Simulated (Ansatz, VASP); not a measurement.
# Hg: VASP beside Ansatz

The input INCAR:

```
SYSTEM = Hg
PREC     = Accurate       ! precision mode
ENCUT    = 520            ! plane-wave cutoff, eV
EDIFF    = 1E-7           ! SCF threshold, eV
ISMEAR   = 0              ! smearing method
SIGMA    = 0.15           ! smearing width, eV
LREAL    = .False.        ! projectors in reciprocal space
LASPH    = .True.         ! aspherical terms in the spheres
NELM     = 60             ! most SCF steps
ALGO     = Fast           ! electronic algorithm
ISIF     = 2              ! what is computed and relaxed
LWAVE    = .False.        ! write WAVECAR
LCHARG   = .False.        ! write CHGCAR
GGA      = PS             ! functional
IVDW     = 12             ! dispersion correction
NBANDS   = 19             ! bands
```

KPOINTS

```
regular mesh
0
Gamma
  18 18 10
  0 0 0
```

POSCAR

```
Hg
1.0
    3.2592327185      0.0000000000      0.0000000000
   -1.6296163593      2.8225783311      0.0000000000
    0.0000000000      0.0000000000      5.0185665400
Hg
2
Direct
    0.6666666667      0.3333333333      0.7500000000
    0.3333333333      0.6666666667      0.2500000000
```

Input for Ansatz:

```yaml
crystal:
  lattice:
    - [3.2592327185, 0.0, 0.0]
    - [-1.6296163593, 2.8225783311, 0.0]
    - [0.0, 0.0, 5.01856654]
  atoms:
    - { symbol: Hg, position: [0.6666666667, 0.3333333333, 0.75] }
    - { symbol: Hg, position: [0.3333333333, 0.6666666667, 0.25] }
basis:
  ecutwfc: 420
kpoints:
  mp_grid: { grid: [18, 18, 10] }
hamiltonian:
  xc: pbesol
  dispersion: d3bj
scf:
  occupations: { method: gaussian, width: 0.15 }
output:
  forces: true
  stress: true
  eigenvalues: true
```

Alike in both runs: task single point; functional PBEsol; dispersion D3(BJ); k mesh 18 × 18 × 10; occupations gaussian, width 0.15 eV; no spin polarisation.

```csv
,VASP,Ansatz
version,VASP 6.6.1,Ansatz 0.2.0
potentials or method,"VASP PAW PBE potentials, release 64 (Hg), cutoff 520 eV","scalar-relativistic, plane waves, PAW"
valence electrons in the cell,24,40
```

Ansatz gave:

```
gap on the k mesh at the Fermi level (eV)                     : none
pressure (GPa)                                                : -2.2
traceless stress, the component that is largest in VASP (GPa) : 0.00
```

Problem. Estimate VASP's values.

Solution. gap on the k mesh at the Fermi level (eV): none; pressure (GPa): -1.8; traceless stress, the component that is largest in VASP (GPa): 0.06.

VASP's potentials were made for PBE, not for PBEsol. A gap of «none» marks a metal or a gap that the smearing closes. VASP's potentials hold 24 valence electrons a cell and Ansatz's 40, so a difference there can come from the potentials and not from the codes.

Neither program's run includes spin-orbit coupling.
